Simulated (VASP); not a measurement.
A run of VASP 6.6.1 is set up as follows.

INCAR

```
SYSTEM = Be
PREC     = Accurate       ! precision mode
ENCUT    = 520            ! plane-wave cutoff, eV
EDIFF    = 1E-6           ! SCF threshold, eV
ISMEAR   = 0              ! smearing method
SIGMA    = 0.15           ! smearing width, eV
LREAL    = .FALSE.        ! projectors in reciprocal space
LASPH    = .TRUE.         ! aspherical terms in the spheres
NELM     = 100            ! most SCF steps
ALGO     = Fast           ! electronic algorithm
ISIF     = 2              ! what is computed and relaxed
LWAVE    = .FALSE.        ! write WAVECAR
LCHARG   = .FALSE.        ! write CHGCAR
GGA      = CA             ! functional
NBANDS   = 9              ! bands
```

KPOINTS

```
Automatic mesh
0
G
  33 33 20
  0 0 0
```

File POSCAR:

```
Be
1.0
    2.3501420200      0.0000000000      0.0000000000
   -1.1750710100      2.0352826918      0.0000000000
    0.0000000000      0.0000000000      3.1554838045
Be
2
Direct
    0.3333333333      0.6666666667      0.2500000000
    0.6666666667      0.3333333333      0.7500000000
```

Potentials or basis: VASP PAW LDA potentials, release 64 (Be).

The run is started by

```sh
$ cat potpaw_LDA.64/Be/POTCAR > POTCAR
$ mpirun -np 1 vasp_std > vasp.out
```

Predict the pressure.

5.3 GPa.

Estimate the band gap on the k mesh.

zero (band 2 reaches 8.43 eV, above the bottom of band 3 at 5.20 eV).

Stress tensor (GPa, compression positive):
```
-10.35   0.00   0.00
  0.00 -10.35   0.00
  0.00   0.00  36.60
```
